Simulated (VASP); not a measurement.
# HgSe (F-43m) in VASP: single point with PBE-based screened hybrid with 25 % exact exchange

Aim: the single point of HgSe with PBE-based screened hybrid with 25 % exact exchange.

Everything below comes from runs of VASP 6.6.1. Logs are shortened: lines on timing, memory, paths and dates and some standing lists are left out, and cuts for length are marked.

## Step 1: The cell of the first run

The structure is cubic, space group F-43m (No. 216). Conventional cell: a = 6.072 Å, b = 6.072 Å, c = 6.072 Å, α = 90.00°, β = 90.00°, γ = 90.00°. Within 3.5 Å of Hg (site symmetry -43m) lie 4 Se at 2.63 Å. Within 3.5 Å of Se (site symmetry -43m) lie 4 Hg at 2.63 Å.

## Step 2: Single point, PBE-based screened hybrid with 25 % exact exchange

Input file POSCAR:

```
HgSe
1.0
    0.0000000000      3.0359996146      3.0359996146
    3.0359996146      0.0000000000      3.0359996146
    3.0359996146      3.0359996146      0.0000000000
Hg Se
1 1
Direct
    0.0000000000      0.0000000000      0.0000000000
    0.7500000000      0.7500000000      0.7500000000
```

Input file INCAR.step1:

```
SYSTEM = HgSe
ALGO = Normal
EDIFF = 1E-5
ENCUT = 400
GGA = PE
GGA_COMPAT = .False.
ISIF = 2
ISMEAR = 0
LASPH = .True.
LCHARG = .False.
LREAL = .False.
LWAVE = .True.
NBANDS = 16
NELM = 120
PREC = Accurate
SIGMA = 0.05
```

Input file INCAR.step2:

```
SYSTEM = HgSe
AEXX = 0.25
ALGO = Normal
EDIFF = 1E-6
ENCUT = 400
GGA = PE
GGA_COMPAT = .False.
HFSCREEN = 0.1
ISIF = 2
ISMEAR = 0
ISTART = 1
LASPH = .True.
LCHARG = .False.
LHFCALC = .True.
LREAL = .False.
LWAVE = .False.
NBANDS = 16
NELM = 120
PREC = Accurate
PRECFOCK = Normal
SIGMA = 0.05
```

Input file KPOINTS:

```
k-points
0
Gamma
  6 6 6
  0 0 0
```

Potentials or basis: VASP PAW PBE potentials, release 64 (Hg, Se).

The run is started by

```
cat potpaw_PBE.64/Hg/POTCAR potpaw_PBE.64/Se/POTCAR > POTCAR
cp INCAR.step1 INCAR
mpirun -np 1 vasp_std > vasp.out
cp INCAR.step2 INCAR
mpirun -np 1 vasp_std > vasp.out
```

OUTCAR:

```text
SYSTEM = HgSe
   AEXX = 0.25
   EDIFF = 1E-6
   ENCUT = 400
   GGA = PE
   HFSCREEN = 0.1
   ISIF = 2
   ISMEAR = 0
   ISTART = 1
   LASPH = .True.
   LHFCALC = .True.
   LREAL = .False.
   NELM = 120
   PREC = Accurate
   PRECFOCK = Normal

 ion  position               nearest neighbor table
   1  0.000  0.000  0.000-   2 2.63   2 2.63   2 2.63   2 2.63
   2  0.750  0.750  0.750-   1 2.63   1 2.63   1 2.63   1 2.63

  LATTYP: Found a face centered cubic cell.
 ALAT       =     6.0719992292

  Lattice vectors:

 A1 = (   0.0000000000,   3.0359996146,   3.0359996146)
 A2 = (   3.0359996146,   0.0000000000,   3.0359996146)
 A3 = (   3.0359996146,   3.0359996146,   0.0000000000)

Analysis of symmetry for initial positions (statically):
=====================================================================
 Subroutine PRICEL returns:
 Original cell was already a primitive cell.

 Routine SETGRP: Setting up the symmetry group for a
 face centered cubic supercell.

 Subroutine GETGRP returns: Found 24 space group operations
 (whereof 24 operations were pure point group operations)
 out of a pool of 48 trial point group operations.

The static configuration has the point symmetry T_d .

Analysis of symmetry for dynamics (positions and initial velocities):
=====================================================================
 Subroutine PRICEL returns:
 Original cell was already a primitive cell.

 Routine SETGRP: Setting up the symmetry group for a
 face centered cubic supercell.

 Subroutine GETGRP returns: Found 24 space group operations
 (whereof 24 operations were pure point group operations)
 out of a pool of 48 trial point group operations.

The dynamic configuration has the point symmetry T_d .

 Subroutine INISYM returns: Found 24 space group operations
 (whereof 24 operations are pure point group operations),
 and found     1 'primitive' translations

----------------------------------------------------------------------------------------

                                     Primitive cell

  volume of cell :      55.9674

  direct lattice vectors                    reciprocal lattice vectors
     0.000000000  3.035999615  3.035999615    -0.164690403  0.164690403  0.164690403
     3.035999615  0.000000000  3.035999615     0.164690403 -0.164690403  0.164690403
     3.035999615  3.035999615  0.000000000     0.164690403  0.164690403 -0.164690403

  length of vectors
     4.293551830  4.293551830  4.293551830     0.285252145  0.285252145  0.285252145

  position of ions in fractional coordinates (direct lattice)
     0.000000000  0.000000000  0.000000000
     0.750000000  0.750000000  0.750000000

  ion indices of the primitive-cell ions
   primitive index   ion index
                 1           1
                 2           2

----------------------------------------------------------------------------------------

 KPOINTS: k-points

Automatic generation of k-mesh.
 Grid dimensions read from file:
 generate k-points for:    6    6    6

 Generating k-lattice:

  Cartesian coordinates                     Fractional coordinates (reciprocal lattice)
    -0.027448400  0.027448400  0.027448400     0.166666667  0.000000000  0.000000000
     0.027448400 -0.027448400  0.027448400     0.000000000  0.166666667  0.000000000
     0.027448400  0.027448400 -0.027448400     0.000000000  0.000000000  0.166666667

  Length of vectors
     0.047542024  0.047542024  0.047542024

  Shift w.r.t. Gamma in fractional coordinates (k-lattice)
     0.000000000  0.000000000  0.000000000

 Subroutine IBZKPT returns following result:
 ===========================================

 Found     16 irreducible k-points:

 Following reciprocal coordinates:
            Coordinates               Weight
  0.000000  0.000000  0.000000      1.000000
  0.166667  0.000000  0.000000      8.000000
  0.333333  0.000000  0.000000      8.000000
  0.500000  0.000000  0.000000      4.000000
  0.166667  0.166667  0.000000      6.000000
  0.333333  0.166667  0.000000     24.000000
[... 8 lines left out ...]
 -0.333333  0.333333  0.166667     24.000000
 -0.333333  0.500000  0.166667     12.000000
   k-points           NKPTS =     16   k-points in BZ     NKDIM =    216   number of bands    NBANDS=     16
   number of dos      NEDOS =    301   number of ions     NIONS =      2
   total plane-waves  NPLWV =  21952
   dimension x,y,z NGX =    28 NGY =   28 NGZ =   28
   dimension x,y,z NGXF=    56 NGYF=   56 NGZF=   56
   ions per type =               1   1
   NGX,Y,Z   is equivalent  to a cutoff of  10.84, 10.84, 10.84 a.u.
   NGXF,Y,Z  is equivalent  to a cutoff of  21.68, 21.68, 21.68 a.u.
 SYSTEM =  HgSe
   PREC   = accura    normal or accurate (medium, high low for compatibility)
   ISTART =      1    job   : 0-new  1-cont  2-samecut
   ICHARG =      0    charge: 1-file 2-atom 10-const
   ISPIN  =      1    spin polarized calculation?
   LNONCOLLINEAR =      F non collinear calculations
   LSORBIT =      F    spin-orbit coupling
   LASPH  =      T    aspherical Exc in radial PAW
   ENCUT  =  400.0 eV  29.40 Ry    5.42 a.u.   7.00  7.00  7.00*2*pi/ulx,y,z
   NELM   =    120;   NELMIN=  2; NELMDL=  0     # of ELM steps
   EDIFF  = 0.1E-05   stopping-criterion for ELM
   LREAL  =      F    real-space projection
   EDIFFG = 0.1E-04   stopping-criterion for IOM
   NSW    =      0    number of steps for IOM
   IBRION =     -1    ionic relax: 0-MD 1-quasi-New 2-CG
   NFREE  =      0    steps in history (QN), initial steepest desc. (CG)
   ISIF   =      2    stress and relaxation
   ISYM   =      3    0-nonsym 1-usesym 2-fastsym
   POTIM  = 0.5000    time-step for ionic-motion
   TEBEG  =    0.0;   TEEND  =   0.0 temperature during run
   PSTRESS=    0.0 pullay stress
   NELECT =      18.0000    total number of electrons
   NUPDOWN=      -1.0000    fix difference up-down
   EMIN   =  10.00;   EMAX   =-10.00  energy-range for DOS
   EFERMI =   0.00;   METHOD = LEGACY
   ISMEAR =     0;   SIGMA  =   0.05  broadening in eV -4-tet -1-fermi 0-gaus
   EFERMI_NEDOS =   21; number of points for ismear=-14 and -15
   IALGO  =     38    algorithm
   IMIX   =      1    mixing-type and parameters
     AMIX     =   0.40;   BMIX     =  1.00
     AMIX_MAG =   1.60;   BMIX_MAG =  1.00
  volume/ion in A,a.u.               =      27.98       188.84
  Fermi-wavevector in a.u.,A,eV,Ry     =   1.121641  2.119595 17.117204  1.258079
  Thomas-Fermi vector in A             =   2.258296
   LORBIT       =      0    0 simple, 1 ext, 2 COOP (PROOUT), +10 PAW based schemes
   GGA     = PE    functional components
   LHFCALC =     T    Hartree Fock is set to
   PRECFOCK=normal    Normal, Fast or Accurate (Low or Medium for compatibility)
   ENCUT4O =  -1.0   cutoff for four orbital integrals eV
   NKREDX  =     1    reduce k-point grid by
   NKREDY  =     1    reduce k-point grid by
   NKREDZ  =     1    reduce k-point grid by
   AEXX    =    0.2500 exact exchange contribution
   HFSCREEN=    0.1000 screening length (either q_TF or 0.3 A-1)
   HFSCREENC=   0.1000 screening length for correlation (either q_TF or 0.3 A-1)
   ENCUTFOCK=  -1.0 apply spherical cutoff to Coloumb kernel
   IVDW    =     0    specifies the selected vdW correction
   LEPSILON=     F    determine dielectric tensor
   LRPA    =     F    only Hartree local field effects (RPA)
 non-spin polarized calculation
 Gauss-broadening in eV      SIGMA  =   0.05
  energy-cutoff  :      400.00
  volume of cell :       55.97
 maximum number of plane-waves:      1034
  NGX = 24; NGY = 24; NGZ = 24

 number of electron      18.0000001 magnetization

 Free energy of the ion-electron system (eV)
  ---------------------------------------------------
  ext. energy  EPLUGINS =         0.00000000
  ---------------------------------------------------
  free energy    TOTEN  =        -5.50852561 eV

  energy without entropy =       -5.50816609  energy(sigma->0) =       -5.50834585

 E-fermi :   1.1588     XC(G=0):  -7.3517

 val. band max:        1.1223069354   @ k =   0.0000   0.0000   0.0000
 cond. band min:       1.1630357246   @ k =   0.0000   0.0000   0.0000
 fundamental gap:      0.0407287893
 Fermi energy:         1.1588194369

 k-point     1 :       0.0000    0.0000    0.0000
  band No.  band energies     occupation
      1     -13.6546      2.00000
      2      -7.1712      2.00000
      3      -7.1712      2.00000
      4      -7.1712      2.00000
      5      -6.4103      2.00000
      6      -6.4103      2.00000
[... 8 lines left out ...]
     15      13.8712      0.00000
     16      13.8712      0.00000

 k-point     2 :       0.1667    0.0000    0.0000
  band No.  band energies     occupation
      1     -13.5257      2.00000
      2      -7.1179      2.00000
      3      -7.1179      2.00000
      4      -7.0903      2.00000
      5      -6.4132      2.00000
      6      -6.4132      2.00000
[... 8 lines left out ...]
     15      12.7066      0.00000
     16      12.7066      0.00000

 k-point     3 :       0.3333    0.0000    0.0000
  band No.  band energies     occupation
      1     -13.2561      2.00000
      2      -7.0264      2.00000
      3      -7.0264      2.00000
      4      -6.6937      2.00000
      5      -6.3929      2.00000
      6      -6.3929      2.00000
[... 8 lines left out ...]
     15      13.0533      0.00000
     16      13.0533      0.00000

 k-point     4 :       0.5000    0.0000    0.0000
  band No.  band energies     occupation
      1     -13.1157      2.00000
      2      -6.9922      2.00000
      3      -6.9922      2.00000
      4      -6.3651      2.00000
      5      -6.3651      2.00000
      6      -6.0441      2.00000
[... 8 lines left out ...]
     15      14.4644      0.00000
     16      14.4644      0.00000

 k-point     5 :       0.1667    0.1667    0.0000
  band No.  band energies     occupation
      1     -13.4825      2.00000
      2      -7.1383      2.00000
      3      -7.0626      2.00000
      4      -7.0626      2.00000
      5      -6.4481      2.00000
      6      -6.3833      2.00000
[... 8 lines left out ...]
     15      13.4276      0.00000
     16      13.9642      0.00000

 k-point     6 :       0.3333    0.1667    0.0000
  band No.  band energies     occupation
      1     -13.2586      2.00000
      2      -7.0382      2.00000
      3      -6.9541      2.00000
      4      -6.8477      2.00000
      5      -6.4280      2.00000
      6      -6.3591      2.00000
[... 8 lines left out ...]
     15      13.9214      0.00000
     16      13.9640      0.00000
[... 115 lines left out ...]
 k-point    13 :       0.5000    0.5000    0.0000
  band No.  band energies     occupation
      1     -12.9350      2.00000
      2      -6.9383      2.00000
      3      -6.6519      2.00000
      4      -6.6519      2.00000
      5      -6.3003      2.00000
      6      -5.9866      2.00000
[... 8 lines left out ...]
     15      14.3418      0.00000
     16      15.7377      0.00000

 k-point    14 :       0.5000    0.3333    0.1667
  band No.  band energies     occupation
      1     -13.0751      2.00000
      2      -6.9242      2.00000
      3      -6.8804      2.00000
      4      -6.6348      2.00000
      5      -6.3676      2.00000
      6      -6.2355      2.00000
[... 8 lines left out ...]
     15      14.6688      0.00000
     16      15.3512      0.00000

 k-point    15 :      -0.3333    0.3333    0.1667
  band No.  band energies     occupation
      1     -12.9820      2.00000
      2      -6.8912      2.00000
      3      -6.8290      2.00000
      4      -6.4764      2.00000
      5      -6.4150      2.00000
      6      -5.8662      2.00000
[... 8 lines left out ...]
     15      14.2759      0.00000
     16      15.4438      0.00000

 k-point    16 :      -0.3333    0.5000    0.1667
  band No.  band energies     occupation
      1     -12.9360      2.00000
      2      -6.8701      2.00000
      3      -6.7453      2.00000
      4      -6.5693      2.00000
      5      -6.3724      2.00000
      6      -5.7933      2.00000
[... 8 lines left out ...]
     15      15.1498      0.00000
     16      15.2276      0.00000

------------------------ aborting loop because EDIFF is reached ----------------------------------------

  FORCE on cell =-STRESS in cart. coord.  units (eV):
  Direction    XX          YY          ZZ          XY          YZ          ZX
  --------------------------------------------------------------------------------------
  -------------------------------------------------------------------------------------
  Total        1.0499753      1.0499753      1.0499753      0.0000000      0.0000000      0.0000000
  in kB       30.0576172     30.0576172     30.0576172      0.0000000      0.0000000      0.0000000
  external PRESSURE =      30.0576172 kB  Pullay stress =       0.0000000 kB

 VOLUME and BASIS-vectors are now :
 -----------------------------------------------------------------------------
  energy-cutoff  :      400.00
  volume of cell :       55.97
      direct lattice vectors                 reciprocal lattice vectors
     0.000000000  3.035999615  3.035999615    -0.164690403  0.164690403  0.164690403
     3.035999615  0.000000000  3.035999615     0.164690403 -0.164690403  0.164690403
     3.035999615  3.035999615  0.000000000     0.164690403  0.164690403 -0.164690403

 POSITION                                       TOTAL-FORCE (eV/Angst)
 -----------------------------------------------------------------------------------
      0.00000      0.00000      0.00000         0.000000      0.000000      0.000000
      4.55400      4.55400      4.55400        -0.000000     -0.000000     -0.000000
 -----------------------------------------------------------------------------------
    total drift:                                0.000056      0.000024      0.000029

  FREE ENERGIE OF THE ION-ELECTRON SYSTEM (eV)
  ---------------------------------------------------
  free  energy   TOTEN  =        -5.5085256091 eV

  energy  without entropy=       -5.5081660923  energy(sigma->0) =       -5.50834585
```

Wall time 42 min (1 thread of AMD EPYC 7R13 (Zen 3), shared host); peak memory 0.27 GiB.

What came out:

```
Free energy            : -5.5085 eV
Pressure               : 3.0 GPa
Band gap on the k mesh : 0.04 eV
```

Levels at points of the mesh, in eV from the valence-band top:
| k point | band 6 | band 7 | band 8 | band 9 | band 10 | band 11 | band 12 | band 13 |
| --- | --- | --- | --- | --- | --- | --- | --- | --- |
| (0.00, 0.00, 0.00) | -7.53 | 0.00 | 0.00 | 0.00 | 0.04 | 6.71 | 6.71 | 6.71 |
| (0.50, 0.00, 0.00) | -7.17 | -6.01 | -1.10 | -1.10 | 2.23 | 7.51 | 7.51 | 8.39 |
| (0.50, 0.50, 0.00) | -7.11 | -5.60 | -2.57 | -2.57 | 3.96 | 4.01 | 9.92 | 11.51 |

Caveat: the cell stands under pressure; the PAW data sets were made with another functional, which shifts forces and pressure a little; spin-orbit coupling is left out, which moves the levels of the heavy elements.
